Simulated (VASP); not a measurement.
A run of VASP 6.6.1:

INCAR

```
SYSTEM = Re
PREC     = Accurate       ! precision mode
ENCUT    = 520            ! plane-wave cutoff, eV
EDIFF    = 1E-6           ! SCF threshold, eV
ISMEAR   = -1             ! smearing method
SIGMA    = 0.05           ! smearing width, eV
LREAL    = .False.        ! projectors in reciprocal space
LASPH    = .True.         ! aspherical terms in the spheres
NELM     = 100            ! most SCF steps
ALGO     = Normal         ! electronic algorithm
ISIF     = 2              ! what is computed and relaxed
LWAVE    = .False.        ! write WAVECAR
LCHARG   = .True.         ! write CHGCAR
GGA      = B5             ! functional
ALDAX    = 1.0          
AGGAX    = 1.0          
AGGAC    = 1.0          
ALDAC    = 0.0          
IVDW     = 12             ! dispersion correction
VDW_S6   = 1.0          
VDW_S8   = 2.6996       
VDW_A1   = 0.4298       
VDW_A2   = 4.2359       
LELF     = .True.         ! ELF
LVHAR    = .True.       
NBANDS   = 14             ! bands
```

The input KPOINTS:

```
Automatic mesh
0
Gamma
  11 11 6
  0 0 0
```

The input POSCAR:

```
Re
1.0
    2.7664697047      0.0000000000      0.0000000000
   -1.3832348524      2.3958330431      0.0000000000
    0.0000000000      0.0000000000      4.4581669842
Re
2
Direct
    0.6666666667      0.3333333333      0.7500000000
    0.3333333333      0.6666666667      0.2500000000
```

Potentials or basis: VASP PAW PBE potentials, release 64 (Re).

Command:

```bash
$ cat potpaw_PBE.64/Re/POTCAR > POTCAR
$ mpirun -np 1 vasp_std > vasp.out
```

Hardware: 1 thread of Intel Xeon 8259CL (shared host).

Problem. How long does it take, and how much memory?

Solution. Wall time 86 s on 1 thread of Intel Xeon 8259CL, with other jobs on the host, peak memory 0.15 GiB. Counts: scf iterations 12, k points 64.
